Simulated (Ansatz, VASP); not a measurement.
**Sn in VASP and in Ansatz**

```
Sn
1.0
     0.00000    2.62651    2.62651
     2.62651    0.00000    2.62651
     2.62651    2.62651    0.00000
Sn
2
Cartesian
  2.6265 2.6265 2.6265
  3.9398 3.9398 3.9398
```

Alike in both runs: task single point; functional PBE; k mesh 14 × 14 × 14; occupations gaussian, width 0.1 eV; no spin polarisation.

|  | VASP | Ansatz |
| --- | --- | --- |
| version | VASP 6.6.1 | Ansatz 0.2.0 |
| potentials or method | VASP PAW PBE potentials, release 64 (Sn_d), cutoff 520 eV | scalar-relativistic, plane waves, PAW |
| valence electrons in the cell | 28 | 28 |

```tsv
	VASP	Ansatz	Ansatz less VASP
gap on the k mesh at the Fermi level (eV)	none	none	-
pressure (GPa)	136.9	136.3	-0.54
```

A gap of «none» marks a metal or a gap that the smearing closes. Both programs put the cell under a high pressure, so it lies far from rest at this level. With one functional, cell and mesh, what is left measures potentials, basis and numerics.

Noted on VASP's run: the cell as given lies far from equilibrium.
